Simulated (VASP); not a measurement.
The system is Si.

```
CELL_PARAMETERS angstrom
3.96490 0.00000 0.00000
0.00000 3.96490 0.00000
0.00000 0.00000 9.51383
ATOMIC_POSITIONS crystal
Si 0.50000 0.50000 0.00000
Si 0.50000 0.50000 0.50000
Si 0.14224 0.74533 0.63978
Si 0.85776 0.25467 0.63978
Si 0.74533 0.85776 0.36022
Si 0.25467 0.14224 0.36022
Si 0.14224 0.25467 0.13978
Si 0.85776 0.74533 0.13978
Si 0.74533 0.14224 0.86022
Si 0.25467 0.85776 0.86022
```

The cell was built from a structure type or drawn by symmetry, and may not be a known phase.

| Property | Result |
| --- | --- |
| Program | VASP 6.6.1 |
| Task | relaxation of cell and atoms |
| Functional | PBE |
| Potentials or basis | VASP PAW PBE potentials, release 64 (Si) |
| Cutoff | 600 eV |
| k mesh | 4 × 4 × 2 |
| Occupations | gaussian, width 0.1 eV |
| Spin | no spin polarisation |

At the start: pressure 33.1 GPa; volume 14.96 Å³/atom.

Task: Where does the relaxation end?

Result: Over 11 steps the energy falls by 379.9 meV/atom and the volume is 18.52 Å³/atom (+23.8 %); space group P-4c2 (No. 116, to 0.1 Å) before and after.

The path:
| step | energy change (eV) | largest force (eV/Å) | pressure (GPa) | volume (Å³) |
| --- | --- | --- | --- | --- |
| 1 | 0.0000 | 0.8188 | 33.14 | 149.56 |
| 2 | -1.5779 | 0.8825 | -11.55 | 226.55 |
| 3 | -3.4326 | 0.6676 | -0.52 | 187.11 |
| 4 | -3.4336 | 0.6567 | -0.12 | 186.30 |
| 5 | -3.6024 | 0.4566 | -0.35 | 186.80 |
| 6 | -3.7546 | 0.3096 | -0.59 | 187.82 |
| 7 | -3.7577 | 0.2522 | -0.59 | 187.70 |
| 8 | -3.7926 | 0.1451 | 0.04 | 185.46 |
| 9 | -3.7952 | 0.1097 | 0.28 | 184.64 |
| 10 | -3.7975 | 0.0679 | -0.27 | 185.47 |
| 11 | -3.7987 | 0.0243 | -0.07 | 185.16 |

Final structure:
```cif
data_structure
_symmetry_space_group_name_H-M 'P 1'
_symmetry_Int_Tables_number 1
_cell_length_a 4.0951
_cell_length_b 4.0951
_cell_length_c 11.0413
_cell_angle_alpha 90.000
_cell_angle_beta 90.000
_cell_angle_gamma 90.000
_cell_volume 185.16
loop_
_atom_site_label
_atom_site_type_symbol
_atom_site_fract_x
_atom_site_fract_y
_atom_site_fract_z
_atom_site_occupancy
Si1 Si 0.50000 0.50000 0.00000 1
Si2 Si 0.50000 0.50000 0.50000 1
Si3 Si 0.15553 0.74667 0.64566 1
Si4 Si 0.84447 0.25333 0.64566 1
Si5 Si 0.74667 0.84447 0.35434 1
Si6 Si 0.25333 0.15553 0.35434 1
Si7 Si 0.15553 0.25333 0.14566 1
Si8 Si 0.84447 0.74667 0.14566 1
Si9 Si 0.74667 0.15553 0.85434 1
Si10 Si 0.25333 0.84447 0.85434 1
```

Caveat: the k points lie up to 0.38 Å⁻¹ apart in the final cell; the volume moved by over 15 % at a fixed basis, so the end points are rough.
